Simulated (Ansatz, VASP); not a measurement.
Two plane-wave programs on Au

Contents of INCAR:

```
ALGO = Normal
EDIFF = 1E-8
ENCUT = 520
GGA = PS
ISIF = 2
ISMEAR = -1
LASPH = True
LCHARG = False
LEFG = True
LREAL = False
LWAVE = False
NBANDS = 18
NELM = 80
PREC = Accurate
SIGMA = 0.03
```

Contents of KPOINTS:

```
k-points
0
Gamma
  14 14 8
```

POSCAR

```
Au
1.0
    2.8608044381      0.0000000000      0.0000000000
   -1.4304022190      2.4775293187      0.0000000000
    0.0000000000      0.0000000000      4.8140459691
Au
2
Direct
    0.3333333333      0.6666666667      0.7500000000
    0.6666666667      0.3333333333      0.2500000000
```

Input for Ansatz:

```yaml
crystal:
  lattice:
    - [2.8608044381, 0.0, 0.0]
    - [-1.430402219, 2.4775293187, 0.0]
    - [0.0, 0.0, 4.8140459691]
  atoms:
    - { symbol: Au, position: [0.3333333333, 0.6666666667, 0.75] }
    - { symbol: Au, position: [0.6666666667, 0.3333333333, 0.25] }
kpoints:
  mp_grid: { grid: [14, 14, 8] }
scf:
  occupations: { method: fermi_dirac, width: 0.03 }
hamiltonian:
  xc: pbesol
  pseudopotentials: { kind: paw }
output:
  forces: true
  stress: true
  eigenvalues: true
  efg: { contact_densities: true }
```

Change from the starting cell: volume scaled by 0.96, PAW files.

Alike in both runs: task electric field gradients; functional PBEsol; k mesh 14 × 14 × 8; occupations fermi-dirac, width 0.03 eV; no spin polarisation.

|  | VASP | Ansatz |
| --- | --- | --- |
| version | VASP 6.6.1 | Ansatz 0.2.0 |
| potentials or method | VASP PAW PBE potentials, release 64 (Au) | PAW with Ansatz's default frozen-core files, scalar-relativistic |
| plane-wave cutoff (eV) | 520 | 420 |
| valence electrons in the cell | 22 | 38 |

|  | VASP | Ansatz | Ansatz less VASP |
| --- | --- | --- | --- |
| pressure (GPa) | -0.6 | -0.3 | +0.28 |
| traceless stress, the component that is largest in VASP (GPa) | -0.58 | -0.57 | +0.012 |
| size of Vzz on the site where it differs most (V/Å²) | 28.5 | 15.6 | -12.92 |

VASP's potentials were made for PBE, not for PBEsol. With one functional, cell and mesh, what is left measures potentials, basis and numerics. VASP's potentials hold 22 valence electrons a cell and Ansatz's 38, so a difference there can come from the potentials and not from the codes.

Neither program's run includes spin-orbit coupling.
